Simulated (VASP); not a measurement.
# HfB in VASP: notebook

The runs below take HfB through single point, with PBE.

Program: VASP 6.6.1. These are calculated values, not measurements. Logs are shortened: lines on timing, memory, paths and dates and some standing lists are left out, and cuts for length are marked.

## Step 1: The cell of the first run

It takes space group I4/mmm (No. 139, tetragonal). Conventional cell: a = 3.367 Å, b = 3.367 Å, c = 4.877 Å, α = 90.00°, β = 90.00°, γ = 90.00°. Hf (site symmetry 4/mmm) has 6 B at 2.38 to 2.44 Å within 3.1 Å. Within 3.1 Å of B (site symmetry 4/mmm) lie 6 Hf at 2.38 to 2.44 Å.

## Step 2: Single point, PBE (biaxial strain in the a-b plane: -1.5 %)

Input file INCAR:

```
  PREC = Accurate
  ENCUT = 520
  EDIFF = 1E-6
  ISMEAR = 0
  SIGMA = 0.1
  LREAL = F
  LASPH = T
  NELM = 80
  ALGO = Normal
  ISIF = 2
  LWAVE = F
  LCHARG = F
  GGA = PE
  NBANDS = 21
```

Input file KPOINTS:

```
Automatic mesh
0
Gamma
  12 12 10
```

Input file POSCAR:

```
HfB
1.0
    2.3806448299      2.3806448299      0.0000000000
   -2.3806448299      2.3806448299      0.0000000000
    0.0000000000      0.0000000000      4.8773007785
Hf B
2 2
Direct
    0.5000000000      0.5000000000      0.0000000000
    0.0000000000      0.0000000000      0.5000000000
    0.0000000000      0.0000000000      0.0000000000
    0.5000000000      0.5000000000      0.5000000000
```

Potentials or basis: VASP PAW PBE potentials, release 64 (Hf_pv, B).

On the command line:

```sh
$ cat potpaw_PBE.64/Hf_pv/POTCAR potpaw_PBE.64/B/POTCAR > POTCAR
$ mpirun -np 1 vasp_std > vasp.out
```

OUTCAR:

```text
PREC = Accurate
   ENCUT = 520
   EDIFF = 1E-6
   ISMEAR = 0
   LREAL = F
   LASPH = T
   NELM = 80
   ISIF = 2
   GGA = PE

 ion  position               nearest neighbor table
   1  0.500  0.500  0.000-   3 2.38   3 2.38   3 2.38   3 2.38   4 2.44   4 2.44   2 3.41   2 3.41
                             2 3.41   2 3.41   2 3.41   2 3.41   2 3.41   2 3.41
   2  0.000  0.000  0.500-   4 2.38   4 2.38   4 2.38   4 2.38   3 2.44   3 2.44   1 3.41   1 3.41
                             1 3.41   1 3.41   1 3.41   1 3.41   1 3.41   1 3.41
   3  0.000  0.000  0.000-   1 2.38   1 2.38   1 2.38   1 2.38   2 2.44   2 2.44
   4  0.500  0.500  0.500-   2 2.38   2 2.38   2 2.38   2 2.38   1 2.44   1 2.44

  LATTYP: Found a simple tetragonal cell.
 ALAT       =     3.3667402056
 C/A-ratio  =     1.4486715578

  Lattice vectors:

 A1 = (   2.3806448299,   2.3806448299,   0.0000000000)
 A2 = (  -2.3806448299,   2.3806448299,   0.0000000000)
 A3 = (   0.0000000000,   0.0000000000,   4.8773007785)

Analysis of symmetry for initial positions (statically):
=====================================================================
 Subroutine PRICEL returns following result:

  LATTYP: Found a body centered tetragonal cell.
 ALAT       =     3.3667402056
 C/A-ratio  =     1.4486715578

  Lattice vectors:

 A1 = (   2.3806448299,   0.0000000000,  -2.4386503893)
 A2 = (  -2.3806448299,   0.0000000000,  -2.4386503893)
 A3 = (   0.0000000000,   2.3806448299,   2.4386503893)

   2 primitive cells build up your supercell.

 Routine SETGRP: Setting up the symmetry group for a
 simple tetragonal supercell.

 Subroutine GETGRP returns: Found 16 space group operations
 (whereof 16 operations were pure point group operations)
 out of a pool of 16 trial point group operations.

The static configuration has the point symmetry D_4h.

Analysis of symmetry for dynamics (positions and initial velocities):
=====================================================================
 Subroutine PRICEL returns following result:

  LATTYP: Found a body centered tetragonal cell.
 ALAT       =     3.3667402056
 C/A-ratio  =     1.4486715578

  Lattice vectors:

 A1 = (   2.3806448299,   0.0000000000,  -2.4386503893)
 A2 = (  -2.3806448299,   0.0000000000,  -2.4386503893)
 A3 = (   0.0000000000,   2.3806448299,   2.4386503893)

   2 primitive cells build up your supercell.

 Routine SETGRP: Setting up the symmetry group for a
 simple tetragonal supercell.

 Subroutine GETGRP returns: Found 16 space group operations
 (whereof 16 operations were pure point group operations)
 out of a pool of 16 trial point group operations.

The dynamic configuration has the point symmetry D_4h.

 Subroutine INISYM returns: Found 16 space group operations
 (whereof 16 operations are pure point group operations),
 and found     2 'primitive' translations

----------------------------------------------------------------------------------------

                                     Primitive cell

  volume of cell :      27.6420

  direct lattice vectors                    reciprocal lattice vectors
     2.380644830  0.000000000 -2.438650389     0.210027130  0.210027130 -0.205031440
    -2.380644830  0.000000000 -2.438650389    -0.210027130  0.210027130 -0.205031440
     0.000000000  2.380644830  2.438650389     0.000000000  0.420054259  0.000000000

  length of vectors
     3.408003158  3.408003158  3.408003158     0.360916447  0.360916447  0.420054259

  position of ions in fractional coordinates (direct lattice)
     0.500000000  0.500000000  0.000000000
     0.000000000  0.000000000  0.000000000

  ion indices of the primitive-cell ions
   primitive index   ion index
                 1           1
                 2           4

----------------------------------------------------------------------------------------

 KPOINTS: Automatic mesh

Automatic generation of k-mesh.
 Grid dimensions read from file:
 generate k-points for:   12   12   10

 Generating k-lattice:

  Cartesian coordinates                     Fractional coordinates (reciprocal lattice)
     0.017502261  0.017502261  0.000000000     0.083333333  0.000000000  0.000000000
    -0.017502261  0.017502261  0.000000000     0.000000000  0.083333333  0.000000000
     0.000000000  0.000000000  0.020503144     0.000000000  0.000000000  0.100000000

  Length of vectors
     0.024751935  0.024751935  0.020503144

  Shift w.r.t. Gamma in fractional coordinates (k-lattice)
     0.000000000  0.000000000  0.000000000

 Subroutine IBZKPT returns following result:
 ===========================================

 Found    168 irreducible k-points:

 Following reciprocal coordinates:
            Coordinates               Weight
  0.000000  0.000000  0.000000      1.000000
  0.083333  0.000000  0.000000      4.000000
  0.166667  0.000000  0.000000      4.000000
  0.250000  0.000000  0.000000      4.000000
  0.333333  0.000000  0.000000      4.000000
  0.416667  0.000000  0.000000      4.000000
[... 16 lines left out ...]
  0.333333  0.333333  0.000000      4.000000
  0.416667  0.333333  0.000000      8.000000
 [... further k-points ...]
   k-points           NKPTS =    168   k-points in BZ     NKDIM =    168   number of bands    NBANDS=     21
   number of dos      NEDOS =    301   number of ions     NIONS =      4
   total plane-waves  NPLWV =  28224
   dimension x,y,z NGX =    28 NGY =   28 NGZ =   36
   dimension x,y,z NGXF=    56 NGYF=   56 NGZF=   72
   ions per type =               2   2
   NGX,Y,Z   is equivalent  to a cutoff of  13.83, 13.83, 12.27 a.u.
   NGXF,Y,Z  is equivalent  to a cutoff of  27.65, 27.65, 24.54 a.u.
 SYSTEM =  unknown system
   PREC   = accura    normal or accurate (medium, high low for compatibility)
   ISTART =      0    job   : 0-new  1-cont  2-samecut
   ICHARG =      2    charge: 1-file 2-atom 10-const
   ISPIN  =      1    spin polarized calculation?
   LNONCOLLINEAR =      F non collinear calculations
   LSORBIT =      F    spin-orbit coupling
   LASPH  =      T    aspherical Exc in radial PAW
   ENCUT  =  520.0 eV  38.22 Ry    6.18 a.u.   6.26  6.26  9.07*2*pi/ulx,y,z
   NELM   =     80;   NELMIN=  2; NELMDL= -5     # of ELM steps
   EDIFF  = 0.1E-05   stopping-criterion for ELM
   LREAL  =      F    real-space projection
[... 7 lines left out ...]
   TEBEG  =    0.0;   TEEND  =   0.0 temperature during run
   PSTRESS=    0.0 pullay stress
   NELECT =      26.0000    total number of electrons
   NUPDOWN=      -1.0000    fix difference up-down
   EMIN   =  10.00;   EMAX   =-10.00  energy-range for DOS
   EFERMI =   0.00;   METHOD = LEGACY
   ISMEAR =     0;   SIGMA  =   0.10  broadening in eV -4-tet -1-fermi 0-gaus
   EFERMI_NEDOS =   21; number of points for ismear=-14 and -15
   IALGO  =     38    algorithm
   IMIX   =      4    mixing-type and parameters
     AMIX     =   0.40;   BMIX     =  1.00
     AMIX_MAG =   1.60;   BMIX_MAG =  1.00
  volume/ion in A,a.u.               =      13.82        93.27
  Fermi-wavevector in a.u.,A,eV,Ry     =   1.273111  2.405831 22.052490  1.620812
  Thomas-Fermi vector in A             =   2.405953
   LORBIT       =      0    0 simple, 1 ext, 2 COOP (PROOUT), +10 PAW based schemes
   GGA     = PE    functional components
   LHFCALC =     F    Hartree Fock is set to
   AEXX    =    0.0000 exact exchange contribution
   IVDW    =     0    specifies the selected vdW correction
   LEPSILON=     F    determine dielectric tensor
   LRPA    =     F    only Hartree local field effects (RPA)
 non-spin polarized calculation
 Gauss-broadening in eV      SIGMA  =   0.10
  energy-cutoff  :      520.00
  volume of cell :       55.28
 maximum number of plane-waves:      1514
 NGX is ok and might be reduce to    28
   NGX = 13   NGY = 13   NGZ = 19

 number of electron      26.0000003 magnetization

 Free energy of the ion-electron system (eV)
  ---------------------------------------------------
  ext. energy  EPLUGINS =         0.00000000
  ---------------------------------------------------
  free energy    TOTEN  =       -34.89339240 eV

  energy without entropy =      -34.88486476  energy(sigma->0) =      -34.88912858

 E-fermi :   4.4224     XC(G=0): -11.7649

 val. band max:        4.4164443216   @ k =   0.4167   0.3333   0.3000
 cond. band min:       4.4231846000   @ k =   0.1667   0.0833   0.2000
 fundamental gap:      0.0067402784
 Fermi energy:         4.4223818661

 k-point     1 :       0.0000    0.0000    0.0000
  band No.  band energies     occupation
      1     -24.9242      2.00000
      2     -24.6450      2.00000
      3     -24.6450      2.00000
      4     -24.4967      2.00000
      5     -24.4869      2.00000
      6     -24.4869      2.00000
[... 13 lines left out ...]
     20       8.3398      0.00000
     21       9.9169      0.00000

 k-point     2 :       0.0833    0.0000    0.0000
  band No.  band energies     occupation
      1     -24.9154      2.00000
      2     -24.6610      2.00000
      3     -24.6400      2.00000
      4     -24.5089      2.00000
      5     -24.5023      2.00000
      6     -24.4873      2.00000
[... 13 lines left out ...]
     20       9.7477      0.00000
     21      10.4923      0.00000

 k-point     3 :       0.1667    0.0000    0.0000
  band No.  band energies     occupation
      1     -24.8898      2.00000
      2     -24.7039      2.00000
      3     -24.6259      2.00000
      4     -24.5691      2.00000
      5     -24.5191      2.00000
      6     -24.4888      2.00000
[... 13 lines left out ...]
     20      10.9868      0.00000
     21      11.4308      0.00000
[... 457 lines left out ...]
 k-point    23 :       0.3333    0.3333    0.0000
  band No.  band energies     occupation
      1     -24.8559      2.00000
      2     -24.8213      2.00000
      3     -24.7268      2.00000
      4     -24.6728      2.00000
      5     -24.6311      2.00000
      6     -24.6192      2.00000
[... 13 lines left out ...]
     20      11.2707      0.00000
     21      11.6066      0.00000

 k-point    24 :       0.4167    0.3333    0.0000
  band No.  band energies     occupation
      1     -24.8823      2.00000
      2     -24.8647      2.00000
      3     -24.6961      2.00000
      4     -24.6696      2.00000
      5     -24.6479      2.00000
      6     -24.6403      2.00000
[... 13 lines left out ...]
     20      11.3000      0.00000
     21      11.5534      0.00000

 [... further k-points ...]
[... 5 lines left out ...]
  --------------------------------------------------------------------------------------
  -------------------------------------------------------------------------------------
  Total        2.3780142      2.3780142     -0.5478382      0.0000000      0.0000000      0.0000000
  in kB       68.9169870     68.9169870    -15.8768415      0.0000000      0.0000000      0.0000000
  external PRESSURE =      40.6523775 kB  Pullay stress =       0.0000000 kB

 VOLUME and BASIS-vectors are now :
 -----------------------------------------------------------------------------
  energy-cutoff  :      520.00
  volume of cell :       55.28
      direct lattice vectors                 reciprocal lattice vectors
     2.380644830  2.380644830  0.000000000     0.210027130  0.210027130  0.000000000
    -2.380644830  2.380644830  0.000000000    -0.210027130  0.210027130  0.000000000
     0.000000000  0.000000000  4.877300779     0.000000000  0.000000000  0.205031440

 POSITION                                       TOTAL-FORCE (eV/Angst)
 -----------------------------------------------------------------------------------
      0.00000      2.38064      0.00000        -0.000000     -0.000000     -0.000000
      0.00000      0.00000      2.43865         0.000000      0.000000     -0.000000
      0.00000      0.00000      0.00000         0.000000      0.000000      0.000000
      0.00000      2.38064      2.43865         0.000000      0.000000      0.000000
 -----------------------------------------------------------------------------------
    total drift:                               -0.000000      0.000000     -0.000000

  FREE ENERGIE OF THE ION-ELECTRON SYSTEM (eV)
  ---------------------------------------------------
  free  energy   TOTEN  =       -34.8933924029 eV

  energy  without entropy=      -34.8848647637  energy(sigma->0) =      -34.88912858
```

It took 52 s on 1 thread of Intel Xeon 6975P-C (Granite Rapids), shared host; peak memory 0.3 GiB.

Results:

* Free energy: -34.8934 eV
* Pressure: 4.1 GPa
* Band gap on the k mesh: zero (band 13 reaches 6.53 eV, above the bottom of band 14 at 3.26 eV)

Stress tensor (GPa, compression positive):
```
 6.89  0.00  0.00
 0.00  6.89  0.00
 0.00  0.00 -1.59
```

Levels at points of the mesh, in eV from the Fermi level:
```
           k point  band 12  band 13  band 14  band 15  band 16  band 17
(0.00, 0.00, 0.00)     2.11     2.11     2.16     2.16     3.55     3.63
(0.50, 0.00, 0.00)    -1.22    -0.78    -0.78     4.32     4.32     6.14
(0.50, 0.50, 0.00)    -0.84     1.91     1.91     1.97     1.97     5.51
(0.00, 0.00, 0.50)     0.29     1.54     1.54     1.54     1.54     4.63
(0.50, 0.00, 0.50)    -1.22    -1.15    -1.15     5.70     5.70     5.87
(0.50, 0.50, 0.50)    -1.27    -1.16    -1.16     4.73     4.73     4.73
```

Caveat: the cell differs from its parent crystal (biaxial strain in the a-b plane: -1.5 %); spin-orbit coupling is left out, which moves the levels of the heavy elements.

## Step 3: Single point, PBE

This run uses another cell than the first one, of 14.12 Å³/atom, 1.021 times its volume.

Input file INCAR:

```
ALGO     = Normal         # electronic algorithm
EDIFF    = 1E-6           # SCF threshold, eV
ENCUT    = 520            # plane-wave cutoff, eV
GGA      = PE             # functional
ISIF     = 2              # what is computed and relaxed
ISMEAR   = 0              # smearing method
LASPH    = True           # aspherical terms in the spheres
LCHARG   = True           # write CHGCAR
LELF     = True           # ELF
LREAL    = False          # projectors in reciprocal space
LVHAR    = True         
LWAVE    = False          # write WAVECAR
NBANDS   = 21             # bands
NELM     = 80             # most SCF steps
PREC     = Accurate       # precision mode
SIGMA    = 0.1            # smearing width, eV
```

Input file KPOINTS:

```
k-points
0
Gamma
  12 12 10
```

Input file POSCAR:

```
HfB
1.0
    2.4168983045      2.4168983045      0.0000000000
   -2.4168983045      2.4168983045      0.0000000000
    0.0000000000      0.0000000000      4.8337966090
Hf B
2 2
Direct
    0.5000000000      0.5000000000      0.0000000000
    0.0000000000      0.0000000000      0.5000000000
    0.0000000000      0.0000000000      0.0000000000
    0.5000000000      0.5000000000      0.5000000000
```

Potentials or basis: VASP PAW PBE potentials, release 64 (Hf_pv, B).

On the command line:

```sh
$ cat potpaw_PBE.64/Hf_pv/POTCAR potpaw_PBE.64/B/POTCAR > POTCAR
$ mpirun -np 1 vasp_std > vasp.out
```

It took 58 s on 1 thread of Intel Xeon 6975P-C (Granite Rapids), shared host; peak memory 0.3 GiB.

The run converged. Its results:

```yaml
Free_energy: -34.9315 eV
Pressure: 0.1 GPa
Band_gap_on_the_k_mesh: zero (band 13 reaches 6.33 eV, above the bottom of band 14 at 3.05 eV)
```

Levels at points of the mesh, in eV from the Fermi level:
| k point | band 10 | band 11 | band 12 | band 13 | band 14 | band 15 | band 16 | band 17 | band 18 | band 19 |
| --- | --- | --- | --- | --- | --- | --- | --- | --- | --- | --- |
| (0.00, 0.00, 0.00) | -0.78 | 1.94 | 1.94 | 2.05 | 2.05 | 2.05 | 3.57 | 3.57 | 3.58 | 3.71 |
| (0.50, 0.00, 0.00) | -2.77 | -1.08 | -1.08 | -0.73 | -0.73 | 4.15 | 4.15 | 5.90 | 5.90 | 6.37 |
| (0.50, 0.50, 0.00) | -1.25 | -0.78 | -0.78 | 1.94 | 1.94 | 1.95 | 1.95 | 5.39 | 5.39 | 6.77 |
| (0.00, 0.00, 0.50) | -1.61 | 0.36 | 0.36 | 1.35 | 1.35 | 1.35 | 1.35 | 4.47 | 4.47 | 6.40 |
| (0.50, 0.00, 0.50) | -4.48 | -1.14 | -1.14 | -1.14 | -1.14 | 5.65 | 5.65 | 5.66 | 5.66 | 6.48 |
| (0.50, 0.50, 0.50) | -1.36 | -1.36 | -1.36 | -1.23 | -1.23 | 4.87 | 4.87 | 4.87 | 4.87 | 6.69 |

Caveat: spin-orbit coupling is left out, which moves the levels of the heavy elements.

[end of part 1 of 2]
